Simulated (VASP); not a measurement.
Input of a VASP 6.6.1 run:

INCAR

```
ALGO     = Normal         # electronic algorithm
EDIFF    = 1E-6           # SCF threshold, eV
ENCUT    = 520            # plane-wave cutoff, eV
GGA      = CA             # functional
ISIF     = 2              # what is computed and relaxed
ISMEAR   = -1             # smearing method
LASPH    = T              # aspherical terms in the spheres
LCHARG   = F              # write CHGCAR
LREAL    = F              # projectors in reciprocal space
LWAVE    = F              # write WAVECAR
NBANDS   = 15             # bands
NELM     = 80             # most SCF steps
PREC     = Accurate       # precision mode
SIGMA    = 0.02           # smearing width, eV
```

The input KPOINTS:

```
k-points
0
Gamma
  8 8 8
```

Contents of POSCAR:

```
SrO
1.0
    0.0000000000      2.5698000000      2.4927060000
    2.5698000000      0.0000000000      2.4927060000
    2.5698000000      2.5698000000      0.0000000000
Sr O
1 1
Direct
    0.0000000000      0.0000000000      0.0000000000
    0.5000000000      0.5000000000      0.5000000000
```

Potentials or basis: VASP PAW LDA potentials, release 64 (Sr_sv, O).

Run with:

```console
$ cat potpaw_LDA.64/Sr_sv/POTCAR potpaw_LDA.64/O/POTCAR > POTCAR
$ mpirun -np 1 vasp_std > vasp.out
```

Predict the pressure.

-0.4 GPa.

What does it give for the band gap on the k mesh?

2.91 eV (least direct gap 3.07 eV).

Stress tensor (GPa, compression positive):
```
-2.04  0.00  0.00
 0.00 -2.04  0.00
 0.00  0.00  2.94
```

Caveat: the cell differs from its parent crystal (zz strain of -3 %). A k mesh can miss the band edges.
